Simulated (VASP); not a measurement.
# Ge (R-3) in VASP: notebook, part 2 of 3

VASP 6.6.1.

## (3) Single point, LDA

This run uses another cell than the first one, of 19.90 Å³/atom.

File INCAR:

```
ALGO     = Fast           # electronic algorithm
EDIFF    = 1E-6           # SCF threshold, eV
ENCUT    = 520            # plane-wave cutoff, eV
GGA      = CA             # functional
ISIF     = 2              # what is computed and relaxed
ISMEAR   = 0              # smearing method
LASPH    = True           # aspherical terms in the spheres
LCHARG   = False          # write CHGCAR
LREAL    = False          # projectors in reciprocal space
LWAVE    = False          # write WAVECAR
NBANDS   = 66             # bands
NELM     = 100            # most SCF steps
PREC     = Accurate       # precision mode
SIGMA    = 0.15           # smearing width, eV
```

File KPOINTS:

```
k-points
0
Gamma
  9 9 9
```

File POSCAR:

```
Ge
1.0
    5.1241000000      2.9584005144      1.7502000000
   -5.1241000000      2.9584005144      1.7502000000
    0.0000000000     -5.9168010287      1.7502000000
Ge
8
Direct
    0.7160372198      0.7160372198      0.7160372198
    0.2839627802      0.2839627802      0.2839627802
    0.0289443365      0.7253625346      0.5322921793
    0.5322921793      0.0289443365      0.7253625346
    0.7253625346      0.5322921793      0.0289443365
    0.9710556635      0.2746374654      0.4677078207
    0.4677078207      0.9710556635      0.2746374654
    0.2746374654      0.4677078207      0.9710556635
```

Potentials or basis: VASP PAW LDA potentials, release 64 (Ge_d).

The run is started by

```sh
cat potpaw_LDA.64/Ge_d/POTCAR > POTCAR
mpirun -np 1 vasp_std > vasp.out
```

OUTCAR:

```text
EDIFF = 1E-6
   ENCUT = 520
   GGA = CA
   ISIF = 2
   ISMEAR = 0
   LASPH = True
   LREAL = False
   NELM = 100
   PREC = Accurate

 ion  position               nearest neighbor table
   1  0.716  0.716  0.716-   2 2.27   4 2.58   5 2.58   3 2.58
   2  0.284  0.284  0.284-   1 2.27   7 2.58   8 2.58   6 2.58
   3  0.029  0.725  0.532-   5 2.38   4 2.38   6 2.51   1 2.58
   4  0.532  0.029  0.725-   5 2.38   3 2.38   7 2.51   1 2.58
   5  0.725  0.532  0.029-   3 2.38   4 2.38   8 2.51   1 2.58
   6  0.971  0.275  0.468-   8 2.38   7 2.38   3 2.51   2 2.58
   7  0.468  0.971  0.275-   8 2.38   6 2.38   4 2.51   2 2.58
   8  0.275  0.468  0.971-   6 2.38   7 2.38   5 2.51   2 2.58

  LATTYP: Found a trigonal (rhomboedric) cell.
 ALAT       =     6.1702296921
 COS(alpha) =    -0.3793120375

  Lattice vectors:

 A1 = (   5.1241000000,   2.9584005144,   1.7502000000)
 A2 = (  -5.1241000000,   2.9584005144,   1.7502000000)
 A3 = (   0.0000000000,  -5.9168010287,   1.7502000000)

Analysis of symmetry for initial positions (statically):
=====================================================================
 Subroutine PRICEL returns:
 Original cell was already a primitive cell.

 Routine SETGRP: Setting up the symmetry group for a
 trigonal (rhombohedral) supercell.

 Subroutine GETGRP returns: Found  6 space group operations
 (whereof  6 operations were pure point group operations)
 out of a pool of 12 trial point group operations.

The static configuration has the point symmetry S_6 .

Analysis of symmetry for dynamics (positions and initial velocities):
=====================================================================
 Subroutine PRICEL returns:
 Original cell was already a primitive cell.

 Routine SETGRP: Setting up the symmetry group for a
 trigonal (rhombohedral) supercell.

 Subroutine GETGRP returns: Found  6 space group operations
 (whereof  6 operations were pure point group operations)
 out of a pool of 12 trial point group operations.

The dynamic configuration has the point symmetry S_6 .

 Subroutine INISYM returns: Found  6 space group operations
 (whereof  6 operations are pure point group operations),
 and found     1 'primitive' translations

----------------------------------------------------------------------------------------

                                     Primitive cell

  volume of cell :     159.1892

  direct lattice vectors                    reciprocal lattice vectors
     5.124100000  2.958400514  1.750200000     0.097578111  0.056336749  0.190454424
    -5.124100000  2.958400514  1.750200000    -0.097578111  0.056336749  0.190454424
     0.000000000 -5.916801029  1.750200000     0.000000000 -0.112673498  0.190454424

  length of vectors
     6.170229692  6.170229692  6.170229692     0.221287606  0.221287606  0.221287606

  position of ions in fractional coordinates (direct lattice)
     0.716037220  0.716037220  0.716037220
     0.283962780  0.283962780  0.283962780
     0.028944336  0.725362535  0.532292179
[... 46 lines left out ...]
  0.111111  0.000000  0.000000      6.000000
  0.222222  0.000000  0.000000      6.000000
  0.333333 -0.000000  0.000000      6.000000
  0.444444  0.000000  0.000000      6.000000
  0.111111  0.111111  0.000000      6.000000
[... 16 lines left out ...]
  0.444444  0.222222  0.000000      6.000000
 -0.444444  0.000000 -0.222222      6.000000
 [... further k-points ...]
   k-points           NKPTS =    125   k-points in BZ     NKDIM =    125   number of bands    NBANDS=     66
   number of dos      NEDOS =    301   number of ions     NIONS =      8
   total plane-waves  NPLWV = 110592
   dimension x,y,z NGX =    48 NGY =   48 NGZ =   48
   dimension x,y,z NGXF=    96 NGYF=   96 NGZF=   96
   ions per type =               8
   NGX,Y,Z   is equivalent  to a cutoff of  12.93, 12.93, 12.93 a.u.
   NGXF,Y,Z  is equivalent  to a cutoff of  25.87, 25.87, 25.87 a.u.
 SYSTEM =  unknown system
   PREC   = accura    normal or accurate (medium, high low for compatibility)
   ISTART =      0    job   : 0-new  1-cont  2-samecut
   ICHARG =      2    charge: 1-file 2-atom 10-const
   ISPIN  =      1    spin polarized calculation?
   LNONCOLLINEAR =      F non collinear calculations
   LSORBIT =      F    spin-orbit coupling
   LASPH  =      T    aspherical Exc in radial PAW
   ENCUT  =  520.0 eV  38.22 Ry    6.18 a.u.  11.47 11.47 11.47*2*pi/ulx,y,z
   NELM   =    100;   NELMIN=  2; NELMDL= -5     # of ELM steps
   EDIFF  = 0.1E-05   stopping-criterion for ELM
   LREAL  =      F    real-space projection
   EDIFFG = 0.1E-04   stopping-criterion for IOM
   NSW    =      0    number of steps for IOM
   IBRION =     -1    ionic relax: 0-MD 1-quasi-New 2-CG
   NFREE  =      0    steps in history (QN), initial steepest desc. (CG)
   ISIF   =      2    stress and relaxation
   ISYM   =      2    0-nonsym 1-usesym 2-fastsym
   POTIM  = 0.5000    time-step for ionic-motion
   TEBEG  =    0.0;   TEEND  =   0.0 temperature during run
   PSTRESS=    0.0 pullay stress
   NELECT =     112.0000    total number of electrons
   NUPDOWN=      -1.0000    fix difference up-down
   EMIN   =  10.00;   EMAX   =-10.00  energy-range for DOS
   EFERMI =   0.00;   METHOD = LEGACY
   ISMEAR =     0;   SIGMA  =   0.15  broadening in eV -4-tet -1-fermi 0-gaus
   EFERMI_NEDOS =   21; number of points for ismear=-14 and -15
   IALGO  =     68    algorithm
   IMIX   =      4    mixing-type and parameters
     AMIX     =   0.40;   BMIX     =  1.00
     AMIX_MAG =   1.60;   BMIX_MAG =  1.00
  volume/ion in A,a.u.               =      19.90       134.28
  Fermi-wavevector in a.u.,A,eV,Ry     =   1.456050  2.751536 28.845468  2.120082
  Thomas-Fermi vector in A             =   2.573014
   LORBIT       =      0    0 simple, 1 ext, 2 COOP (PROOUT), +10 PAW based schemes
   GGA     = CA    functional components
   LHFCALC =     F    Hartree Fock is set to
   AEXX    =    0.0000 exact exchange contribution
   IVDW    =     0    specifies the selected vdW correction
   LEPSILON=     F    determine dielectric tensor
   LRPA    =     F    only Hartree local field effects (RPA)
 non-spin polarized calculation
 RMM-DIIS sequential band-by-band and
 Gauss-broadening in eV      SIGMA  =   0.15
  energy-cutoff  :      520.00
  volume of cell :      159.19
 maximum number of plane-waves:      4306
 NGX is ok and might be reduce to    48
   NGX = 23   NGY = 23   NGZ = 23

 number of electron     112.0000007 magnetization

 Free energy of the ion-electron system (eV)
  ---------------------------------------------------
  ext. energy  EPLUGINS =         0.00000000
  ---------------------------------------------------
  free energy    TOTEN  =       -39.59061963 eV

  energy without entropy =      -39.55974292  energy(sigma->0) =      -39.57518127

 E-fermi :   5.6410     XC(G=0): -11.0834

 val. band max:        5.6406214678   @ k =  -0.3333   0.0000  -0.2222
 cond. band min:       5.6411233781   @ k =  -0.3333  -0.3333   0.2222
 fundamental gap:      0.0005019103
 Fermi energy:         5.6409846596

 k-point     1 :       0.0000    0.0000    0.0000
  band No.  band energies     occupation
      1     -19.2964      2.00000
      2     -19.1319      2.00000
      3     -19.1319      2.00000
      4     -19.1288      2.00000
      5     -19.1288      2.00000
      6     -19.0984      2.00000
[... 1645 lines left out ...]
     65      10.7475      0.00000
     66      11.1454      0.00000

 [... further k-points ...]

------------------------ aborting loop because EDIFF is reached ----------------------------------------

  FORCE on cell =-STRESS in cart. coord.  units (eV):
  Direction    XX          YY          ZZ          XY          YZ          ZX
  --------------------------------------------------------------------------------------
  -------------------------------------------------------------------------------------
  Total       -3.5883566     -3.5883566     14.6606694     -0.0000000      0.0000000     -0.0000000
  in kB      -36.1154211    -36.1154211    147.5539661     -0.0000003      0.0000000     -0.0000000
  external PRESSURE =      25.1077080 kB  Pullay stress =       0.0000000 kB

 VOLUME and BASIS-vectors are now :
 -----------------------------------------------------------------------------
  energy-cutoff  :      520.00
  volume of cell :      159.19
      direct lattice vectors                 reciprocal lattice vectors
     5.124100000  2.958400514  1.750200000     0.097578111  0.056336749  0.190454424
    -5.124100000  2.958400514  1.750200000    -0.097578111  0.056336749  0.190454424
     0.000000000 -5.916801029  1.750200000     0.000000000 -0.112673498  0.190454424

 POSITION                                       TOTAL-FORCE (eV/Angst)
 -----------------------------------------------------------------------------------
      0.00000      0.00000      3.75963         0.000000      0.000000      2.378848
      0.00000      0.00000      1.49097         0.000000     -0.000000     -2.378848
     -3.56852     -0.91793      2.25181         0.044882     -0.984831     -0.035151
      2.57920     -2.63146      2.25181         0.830448      0.531284     -0.035151
      0.98931      3.54939      2.25181        -0.875330      0.453547     -0.035151
      3.56852      0.91793      2.99879        -0.044882      0.984831      0.035151
     -2.57920      2.63146      2.99879        -0.830448     -0.531284      0.035151
     -0.98931     -3.54939      2.99879         0.875330     -0.453547      0.035151
 -----------------------------------------------------------------------------------
    total drift:                               -0.000000      0.000000      0.000000

  FREE ENERGIE OF THE ION-ELECTRON SYSTEM (eV)
  ---------------------------------------------------
  free  energy   TOTEN  =       -39.5906196287 eV

  energy  without entropy=      -39.5597429160  energy(sigma->0) =      -39.57518127
```

Wall time 53 min (1 thread of Oxide Virtual Turin-like, shared host); peak memory 0.81 GiB.

Results:

```yaml
Free_energy: -39.5906 eV
Pressure: 2.5 GPa
Largest_force: 2.379 eV/Å
Band_gap_on_the_k_mesh: zero (bands 56 and 57 overlap by 0.51 eV)
```

Forces on the atoms (eV/Å):
```
Ge   0.000  0.000  2.379
Ge   0.000  0.000 -2.379
Ge   0.045 -0.985 -0.035
Ge   0.830  0.531 -0.035
Ge  -0.875  0.454 -0.035
Ge  -0.045  0.985  0.035
Ge  -0.830 -0.531  0.035
Ge   0.875 -0.454  0.035
```

Levels at points of the mesh, in eV from the Fermi level:
```csv
k point,band 53,band 54,band 55,band 56,band 57,band 58,band 59,band 60
"(0.00, 0.00, 0.00)",-3.47,-0.87,-0.87,-0.63,1.77,2.02,2.02,3.12
```

Caveat: semilocal functionals underestimate gaps, so a narrow gap can read as zero; forces of over 1 eV/Å act on the atoms, so gaps and moduli don't describe the material at rest.

## (4) Single point, LDA

This run uses another cell than the first one, of 20.14 Å³/atom.

File INCAR:

```
  ALGO = Fast
  EDIFF = 1E-6
  ENCUT = 520
  ISIF = 2
  ISMEAR = 0
  LASPH = True
  LCHARG = True
  LELF = True
  LREAL = False
  LVHAR = True
  LWAVE = False
  NBANDS = 66
  NELM = 100
  PREC = Accurate
  SIGMA = 0.15
```

KPOINTS is that of step 3.

Edit POSCAR of step 3 so:

```diff
@@ -2,5 +2,5 @@
 1.0
-    5.1241000000      2.9584005144      1.7502000000
-   -5.1241000000      2.9584005144      1.7502000000
-    0.0000000000     -5.9168010287      1.7502000000
+    4.7337000000      2.7330029693      2.0754666667
+   -4.7337000000      2.7330029693      2.0754666667
+    0.0000000000     -5.4660059385      2.0754666667
 Ge
```

The run is started by

```sh
cat potpaw_LDA.64/Ge_d/POTCAR > POTCAR
mpirun -np 1 vasp_std > vasp.out
```

Run time: 54 min. Hardware: 1 thread of Oxide Virtual Turin-like, shared host; peak memory 0.82 GiB.

The run converged. Its results:

```yaml
Free_energy: -40.1611 eV
Pressure: 0.5 GPa
Largest_force: 0.763 eV/Å
Band_gap_on_the_k_mesh: zero (bands 56 and 57 overlap by 0.76 eV)
```

Forces on the atoms (eV/Å):
```
Ge   0.000  0.000 -0.763
Ge   0.000  0.000  0.763
Ge   0.055  0.612  0.049
Ge  -0.558 -0.259  0.049
Ge   0.503 -0.354  0.049
Ge  -0.055 -0.612 -0.049
Ge   0.558  0.259 -0.049
Ge  -0.503  0.354 -0.049
```

Stress tensor (GPa, compression positive):
```
 4.94  0.00  0.00
 0.00  4.94  0.00
 0.00  0.00 -8.46
```

Levels at points of the mesh, in eV from the Fermi level:
```csv
k point,band 53,band 54,band 55,band 56,band 57,band 58,band 59,band 60
"(0.00, 0.00, 0.00)",-3.70,-1.28,-1.28,-0.60,1.52,1.82,1.82,3.84
```

Caveat: semilocal functionals underestimate gaps, so a narrow gap can read as zero.

(Part 2 of 3 ends here.)
